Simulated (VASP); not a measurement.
Set up this calculation in VASP 6.6.1, as the native input.

* Task: single point
* Functional: PBEsol
* Potentials or basis: VASP PAW PBE potentials, release 64 (Al, P)
* Cutoff: 500 eV
* k mesh: 6 × 6 × 6
* Occupations: methfessel-paxton, width 0.2 eV
* Spin: no spin polarisation
* Dipole correction: no
* Further INCAR settings: ALGO = Normal; EDIFF = 1e-06; NBANDS = 11

The structure of AlP lies in POSCAR:

```
AlP
1.0
    0.0000000000      2.7392607939      2.7392607939
    2.7392607939      0.0000000000      2.7392607939
    2.7392607939      2.7392607939      0.0000000000
Al P
1 1
Direct
    0.0000000000      0.0000000000      0.0000000000
    0.2500000000      0.2500000000      0.2500000000
```

One way to write it, as run:

INCAR

```
PREC = Accurate ; ENCUT = 500
EDIFF = 1E-6 ; ISMEAR = 1
SIGMA = 0.2 ; LREAL = F
LASPH = T ; NELM = 120
ALGO = Normal ; ISIF = 2
LWAVE = F ; LCHARG = F
GGA = PS ; NBANDS = 11
GGA_COMPAT = F
```

KPOINTS

```
regular mesh
0
Gamma
  6 6 6
```

Potentials or basis: VASP PAW PBE potentials, release 64 (Al, P).

Launch:

```console
$ cat potpaw_PBE.64/Al/POTCAR potpaw_PBE.64/P/POTCAR > POTCAR
$ mpirun -np 1 vasp_std > vasp.out
```

Results of the run:

```
Pressure               : -0.3 GPa
Band gap on the k mesh : 1.45 eV (least direct gap 3.12 eV)
```

Caveat: the PAW data sets were made with another functional, which shifts forces and pressure a little.

Run time: 11 s on 1 thread of AMD EPYC 7R43 64-Core Processor (Zen 3) (shared host), peak memory 0.11 GiB.
